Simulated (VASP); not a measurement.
# CdF2 (I4/mmm) in VASP: further runs

Runs on CdF2. Level: LDA. Tasks: single point.

Everything below comes from runs of VASP 6.6.1. Logs are shortened: lines on timing, memory, paths and dates and some standing lists are left out, and cuts for length are marked.

## Step 1: The cell of the first run

The structure is tetragonal, space group I4/mmm (No. 139). The conventional cell has a = 3.746 Å, b = 3.746 Å, c = 4.503 Å, α = 90.00°, β = 90.00°, γ = 90.00°. Within 2.9 Å of Cd (site symmetry 4/mmm) lie 8 F at 2.19 Å. Within 2.9 Å of F (site symmetry -4m2) lie 4 Cd at 2.19 Å and 6 F at 2.25 to 2.65 Å.

## Step 2: Single point, LDA (strain -0.1500 x Voigt [1, 0, 0, 0, 0, 0])

INCAR

```
SYSTEM = CdF2
PREC     = Accurate       ! precision mode
ENCUT    = 520            ! plane-wave cutoff, eV
EDIFF    = 1E-6           ! SCF threshold, eV
ISMEAR   = 0              ! smearing method
SIGMA    = 0.05           ! smearing width, eV
LREAL    = .False.        ! projectors in reciprocal space
LASPH    = .True.         ! aspherical terms in the spheres
NELM     = 100            ! most SCF steps
ALGO     = Normal         ! electronic algorithm
ISIF     = 2              ! what is computed and relaxed
LWAVE    = .False.        ! write WAVECAR
LCHARG   = .False.        ! write CHGCAR
NBANDS   = 20             ! bands
```

KPOINTS

```
Automatic mesh
0
Gamma
  8 8 8
  0 0 0
```

POSCAR

```
CdF2
1.0
    0.0000000000      2.6488277134      2.6488277134
    2.2515035564      0.0000000000      2.6488277134
    2.2515035564      2.6488277134      0.0000000000
Cd F
1 2
Direct
    0.0000000000      0.0000000000      0.0000000000
    0.2500000000      0.2500000000      0.2500000000
    0.7500000000      0.7500000000      0.7500000000
```

Potentials or basis: VASP PAW LDA potentials, release 64 (Cd, F).

On the command line:

```sh
$ cat potpaw_LDA.64/Cd/POTCAR potpaw_LDA.64/F/POTCAR > POTCAR
$ mpirun -np 1 vasp_std > vasp.out
```

OUTCAR:

```text
SYSTEM = CdF2
   PREC = Accurate
   ENCUT = 520
   EDIFF = 1E-6
   ISMEAR = 0
   LREAL = .False.
   LASPH = .True.
   NELM = 100
   ISIF = 2

 ion  position               nearest neighbor table
   1  0.000  0.000  0.000-   3 2.19   3 2.19   3 2.19   2 2.19   3 2.19   2 2.19   2 2.19   2 2.19

   2  0.250  0.250  0.250-   1 2.19   1 2.19   1 2.19   1 2.19
   3  0.750  0.750  0.750-   1 2.19   1 2.19   1 2.19   1 2.19

  LATTYP: Found a body centered tetragonal cell.
 ALAT       =     3.7460080767
 C/A-ratio  =     1.2020815280

  Lattice vectors:

 A1 = (  -2.2515035564,   0.0000000000,  -2.6488277134)
 A2 = (  -2.2515035564,   0.0000000000,   2.6488277134)
 A3 = (   2.2515035564,   2.6488277134,   0.0000000000)

Analysis of symmetry for initial positions (statically):
=====================================================================
 Subroutine PRICEL returns:
 Original cell was already a primitive cell.

 Routine SETGRP: Setting up the symmetry group for a
 body centered tetragonal supercell.

 Subroutine GETGRP returns: Found 16 space group operations
 (whereof 16 operations were pure point group operations)
 out of a pool of 16 trial point group operations.

The static configuration has the point symmetry D_4h.

Analysis of symmetry for dynamics (positions and initial velocities):
=====================================================================
 Subroutine PRICEL returns:
 Original cell was already a primitive cell.

 Routine SETGRP: Setting up the symmetry group for a
 body centered tetragonal supercell.

 Subroutine GETGRP returns: Found 16 space group operations
 (whereof 16 operations were pure point group operations)
 out of a pool of 16 trial point group operations.

The dynamic configuration has the point symmetry D_4h.

 Subroutine INISYM returns: Found 16 space group operations
 (whereof 16 operations are pure point group operations),
 and found     1 'primitive' translations

----------------------------------------------------------------------------------------

                                     Primitive cell

  volume of cell :      31.5944

  direct lattice vectors                    reciprocal lattice vectors
     0.000000000  2.648827713  2.648827713    -0.222073822  0.188762749  0.188762749
     2.251503556  0.000000000  2.648827713     0.222073822 -0.188762749  0.188762749
     2.251503556  2.648827713  0.000000000     0.222073822  0.188762749 -0.188762749

  length of vectors
     3.746008077  3.476428702  3.476428702     0.347245638  0.347245638  0.347245638

  position of ions in fractional coordinates (direct lattice)
     0.000000000  0.000000000  0.000000000
     0.250000000  0.250000000  0.250000000
     0.750000000  0.750000000  0.750000000

  ion indices of the primitive-cell ions
   primitive index   ion index
                 1           1
                 2           2
                 3           3

----------------------------------------------------------------------------------------

 KPOINTS: Automatic mesh

Automatic generation of k-mesh.
 Grid dimensions read from file:
 generate k-points for:    8    8    8

 Generating k-lattice:

  Cartesian coordinates                     Fractional coordinates (reciprocal lattice)
    -0.027759228  0.023595344  0.023595344     0.125000000  0.000000000  0.000000000
     0.027759228 -0.023595344  0.023595344     0.000000000  0.125000000 -0.000000000
     0.027759228  0.023595344 -0.023595344     0.000000000 -0.000000000  0.125000000

  Length of vectors
     0.043405705  0.043405705  0.043405705

  Shift w.r.t. Gamma in fractional coordinates (k-lattice)
     0.000000000  0.000000000  0.000000000

 Subroutine IBZKPT returns following result:
 ===========================================

 Found     59 irreducible k-points:

 Following reciprocal coordinates:
            Coordinates               Weight
  0.000000  0.000000  0.000000      1.000000
  0.125000  0.000000  0.000000      8.000000
  0.250000  0.000000  0.000000      8.000000
  0.375000  0.000000  0.000000      8.000000
  0.500000  0.000000  0.000000      4.000000
  0.125000  0.125000  0.000000      4.000000
[... 16 lines left out ...]
  0.250000  0.125000  0.125000      4.000000
  0.375000  0.125000  0.125000      8.000000
 [... further k-points ...]
   k-points           NKPTS =     59   k-points in BZ     NKDIM =     59   number of bands    NBANDS=     20
   number of dos      NEDOS =    301   number of ions     NIONS =      3
   total plane-waves  NPLWV =  21952
   dimension x,y,z NGX =    28 NGY =   28 NGZ =   28
   dimension x,y,z NGXF=    56 NGYF=   56 NGZF=   56
   ions per type =               1   2
   NGX,Y,Z   is equivalent  to a cutoff of  12.43, 13.39, 13.39 a.u.
   NGXF,Y,Z  is equivalent  to a cutoff of  24.85, 26.78, 26.78 a.u.
 SYSTEM =  CdF2
   PREC   = accura    normal or accurate (medium, high low for compatibility)
   ISTART =      0    job   : 0-new  1-cont  2-samecut
   ICHARG =      2    charge: 1-file 2-atom 10-const
   ISPIN  =      1    spin polarized calculation?
   LNONCOLLINEAR =      F non collinear calculations
   LSORBIT =      F    spin-orbit coupling
   LASPH  =      T    aspherical Exc in radial PAW
   ENCUT  =  520.0 eV  38.22 Ry    6.18 a.u.   6.97  6.46  6.46*2*pi/ulx,y,z
   NELM   =    100;   NELMIN=  2; NELMDL= -5     # of ELM steps
   EDIFF  = 0.1E-05   stopping-criterion for ELM
   LREAL  =      F    real-space projection
   EDIFFG = 0.1E-04   stopping-criterion for IOM
   NSW    =      0    number of steps for IOM
   IBRION =     -1    ionic relax: 0-MD 1-quasi-New 2-CG
   NFREE  =      0    steps in history (QN), initial steepest desc. (CG)
   ISIF   =      2    stress and relaxation
   ISYM   =      2    0-nonsym 1-usesym 2-fastsym
   POTIM  = 0.5000    time-step for ionic-motion
   TEBEG  =    0.0;   TEEND  =   0.0 temperature during run
   PSTRESS=    0.0 pullay stress
   NELECT =      26.0000    total number of electrons
   NUPDOWN=      -1.0000    fix difference up-down
   EMIN   =  10.00;   EMAX   =-10.00  energy-range for DOS
   EFERMI =   0.00;   METHOD = LEGACY
   ISMEAR =     0;   SIGMA  =   0.05  broadening in eV -4-tet -1-fermi 0-gaus
   EFERMI_NEDOS =   21; number of points for ismear=-14 and -15
   IALGO  =     38    algorithm
   IMIX   =      4    mixing-type and parameters
     AMIX     =   0.40;   BMIX     =  1.00
     AMIX_MAG =   1.60;   BMIX_MAG =  1.00
  volume/ion in A,a.u.               =      10.53        71.07
  Fermi-wavevector in a.u.,A,eV,Ry     =   1.534132  2.899088 32.022122  2.353560
  Thomas-Fermi vector in A             =   2.641102
   LORBIT       =      0    0 simple, 1 ext, 2 COOP (PROOUT), +10 PAW based schemes
   GGA     = CA    functional components
   LHFCALC =     F    Hartree Fock is set to
   AEXX    =    0.0000 exact exchange contribution
   IVDW    =     0    specifies the selected vdW correction
   LEPSILON=     F    determine dielectric tensor
   LRPA    =     F    only Hartree local field effects (RPA)
 non-spin polarized calculation
 Gauss-broadening in eV      SIGMA  =   0.05
  energy-cutoff  :      520.00
  volume of cell :       31.59
 maximum number of plane-waves:       862
   NGX = 13   NGY = 13   NGZ = 13

 number of electron      25.9999991 magnetization

 Free energy of the ion-electron system (eV)
  ---------------------------------------------------
  ext. energy  EPLUGINS =         0.00000000
  ---------------------------------------------------
  free energy    TOTEN  =       -11.95555119 eV

  energy without entropy =      -11.95555119  energy(sigma->0) =      -11.95555119

 E-fermi :   1.0820     XC(G=0): -12.3372

 val. band max:        0.7855562971   @ k =   0.5000   0.5000   0.0000
 cond. band min:       3.6129659230   @ k =   0.0000   0.0000   0.0000
 fundamental gap:      2.8274096258
 Fermi energy:         1.0819780379

 k-point     1 :       0.0000    0.0000    0.0000
  band No.  band energies     occupation
      1     -21.6255      2.00000
      2     -19.4463      2.00000
      3      -6.4483      2.00000
      4      -6.3274      2.00000
      5      -6.3274      2.00000
      6      -4.2341      2.00000
[... 12 lines left out ...]
     19      19.5457      0.00000
     20      23.9553      0.00000

 k-point     2 :       0.1250    0.0000    0.0000
  band No.  band energies     occupation
      1     -21.5326      2.00000
      2     -19.5435      2.00000
      3      -6.3076      2.00000
      4      -6.2561      2.00000
      5      -6.0988      2.00000
      6      -4.2871      2.00000
[... 12 lines left out ...]
     19      20.7564      0.00000
     20      23.1113      0.00000

 k-point     3 :       0.2500    0.0000    0.0000
  band No.  band energies     occupation
      1     -21.2790      2.00000
      2     -19.7994      2.00000
      3      -6.1062      2.00000
      4      -6.0211      2.00000
      5      -5.4129      2.00000
      6      -4.3133      2.00000
[... 12 lines left out ...]
     19      21.3673      0.00000
     20      22.3206      0.00000

 k-point     4 :       0.3750    0.0000    0.0000
  band No.  band energies     occupation
      1     -20.9288      2.00000
      2     -20.1396      2.00000
      3      -6.0108      2.00000
      4      -5.7500      2.00000
      5      -4.4775      2.00000
      6      -4.2422      2.00000
[... 12 lines left out ...]
     19      20.4900      0.00000
     20      21.5406      0.00000

 k-point     5 :       0.5000    0.0000    0.0000
  band No.  band energies     occupation
      1     -20.6173      2.00000
      2     -20.4439      2.00000
      3      -5.9924      2.00000
      4      -5.6513      2.00000
      5      -4.3532      2.00000
      6      -3.9103      2.00000
[... 12 lines left out ...]
     19      20.4759      0.00000
     20      20.6758      0.00000
[... 353 lines left out ...]
      6      -4.2025      2.00000
[... 12 lines left out ...]
     19      21.2690      0.00000
     20      22.3570      0.00000

 k-point    22 :       0.0000    0.1250    0.1250
  band No.  band energies     occupation
      1     -21.4412      2.00000
      2     -19.6609      2.00000
      3      -6.2491      2.00000
      4      -6.2491      2.00000
      5      -5.9512      2.00000
      6      -4.1877      2.00000
[... 12 lines left out ...]
     19      21.6649      0.00000
     20      23.4382      0.00000

 k-point    23 :       0.2500    0.1250    0.1250
  band No.  band energies     occupation
      1     -21.4508      2.00000
      2     -19.5986      2.00000
      3      -6.3012      2.00000
      4      -6.1038      2.00000
      5      -5.6244      2.00000
      6      -4.4918      2.00000
[... 12 lines left out ...]
     19      20.6921      0.00000
     20      22.8022      0.00000

 k-point    24 :       0.3750    0.1250    0.1250
  band No.  band energies     occupation
      1     -21.2299      2.00000
      2     -19.7978      2.00000
      3      -6.1126      2.00000
      4      -5.8916      2.00000
      5      -4.8302      2.00000
      6      -4.5929      2.00000
[... 12 lines left out ...]
     19      19.1691      0.00000
     20      23.5407      0.00000

 [... further k-points ...]

------------------------ aborting loop because EDIFF is reached ----------------------------------------

  FORCE on cell =-STRESS in cart. coord.  units (eV):
  Direction    XX          YY          ZZ          XY          YZ          ZX
  --------------------------------------------------------------------------------------
  -------------------------------------------------------------------------------------
  Total        9.7562515      4.8470573      4.8470573      0.0000000      0.0000000     -0.0000000
  in kB      494.7473896    245.7981892    245.7981892      0.0000000      0.0000000     -0.0000000
  external PRESSURE =     328.7812560 kB  Pullay stress =       0.0000000 kB

 VOLUME and BASIS-vectors are now :
 -----------------------------------------------------------------------------
  energy-cutoff  :      520.00
  volume of cell :       31.59
      direct lattice vectors                 reciprocal lattice vectors
     0.000000000  2.648827713  2.648827713    -0.222073822  0.188762749  0.188762749
     2.251503556  0.000000000  2.648827713     0.222073822 -0.188762749  0.188762749
     2.251503556  2.648827713  0.000000000     0.222073822  0.188762749 -0.188762749

 POSITION                                       TOTAL-FORCE (eV/Angst)
 -----------------------------------------------------------------------------------
      0.00000      0.00000      0.00000         0.000000     -0.000000      0.000000
      1.12575      1.32441      1.32441         0.000000     -0.000000     -0.000000
      3.37726      3.97324      3.97324        -0.000000      0.000000      0.000000
 -----------------------------------------------------------------------------------
    total drift:                                0.000000      0.000000      0.000000

  FREE ENERGIE OF THE ION-ELECTRON SYSTEM (eV)
  ---------------------------------------------------
  free  energy   TOTEN  =       -11.9555511899 eV

  energy  without entropy=      -11.9555511899  energy(sigma->0) =      -11.95555119
```

Wall time 19 s (1 thread of Intel Xeon 6975P-C (Granite Rapids), shared host); peak memory 0.15 GiB.

Results:

```
Free energy            : -11.9556 eV
Pressure               : 32.9 GPa
Band gap on the k mesh : 2.83 eV (least direct gap 3.30 eV)
```

Stress tensor (GPa, compression positive):
```
49.47  0.00  0.00
 0.00 24.58  0.00
 0.00  0.00 24.58
```

Levels at points of the mesh, in eV from the valence-band top:
```csv
k point,band 9,band 10,band 11,band 12,band 13,band 14,band 15,band 16,band 17,band 18
"(0.00, 0.00, 0.00)",-2.67,-1.20,-0.71,-0.48,-0.48,2.83,12.80,12.91,12.91,18.64
"(0.50, 0.00, 0.00)",-3.83,-3.47,-2.94,-0.72,-0.69,7.95,8.52,14.75,16.32,17.77
"(0.50, 0.50, 0.00)",-4.23,-3.87,-1.70,-0.64,0.00,8.99,9.83,11.46,14.72,16.59
"(0.00, 0.50, 0.50)",-4.07,-3.55,-0.61,-0.61,-0.38,7.88,9.91,12.26,14.64,14.64
```

Caveat: the cell differs from its parent crystal (strain -0.1500 x Voigt [1, 0, 0, 0, 0, 0]); the stress differs along the axes, from 25 to 49 GPa.

(Part 1 of 2 ends here.)
